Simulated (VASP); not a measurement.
Input of a VASP 6.6.1 run:

File POSCAR:

```
BN
1.0
    2.4676314996      0.0000000000      0.0000000000
   -1.2338157498      2.1370315658      0.0000000000
    0.0000000000      0.0000000000      4.0815808813
B N
2 2
Direct
    0.3333333333      0.6666666667      0.0005226463
    0.6666666667      0.3333333333      0.5005226463
    0.3333333333      0.6666666667      0.3744773537
    0.6666666667      0.3333333333      0.8744773537
```

Contents of INCAR.step1:

```
SYSTEM = BN
PREC = Accurate
ENCUT = 520
ISMEAR = 0
SIGMA = 0.01
LREAL = .FALSE.
LASPH = .TRUE.
NELM = 80
NBANDS = 16
GGA = PE
ALGO = Normal
EDIFF = 1E-4
LWAVE = .TRUE.
LCHARG = .FALSE.
```

File INCAR.step2:

```
SYSTEM = BN
PREC = Accurate
ENCUT = 520
EDIFF = 1E-7
ISMEAR = 0
SIGMA = 0.01
LREAL = .FALSE.
LASPH = .TRUE.
NELM = 80
ALGO = Normal
ISIF = 2
LWAVE = .FALSE.
LCHARG = .FALSE.
METAGGA = R2SCAN
LMIXTAU = .TRUE.
NBANDS = 16
ISTART = 1
```

The input KPOINTS:

```
Automatic mesh
0
G
  12 12 6
  0 0 0
```

Potentials or basis: VASP PAW PBE potentials, release 64 (B, N).

Run with:

```console
$ cat potpaw_PBE.64/B/POTCAR potpaw_PBE.64/N/POTCAR > POTCAR
$ cp INCAR.step1 INCAR
$ mpirun -np 1 vasp_std > vasp.out
$ cp INCAR.step2 INCAR
$ mpirun -np 1 vasp_std > vasp.out
```

Question: Estimate the pressure.

Answer: 43.7 GPa.

Question: Estimate the band gap on the k mesh.

Answer: 5.52 eV (least direct gap 9.41 eV).

Stress tensor (GPa, compression positive):
```
43.44  0.00  0.00
 0.00 43.44  0.00
 0.00  0.00 44.29
```

Caveat: the cell differs from its parent crystal (strain -3.0%); the cell stands under pressure; the PAW data sets were made with another functional, which shifts forces and pressure a little. A k mesh can miss the band edges.
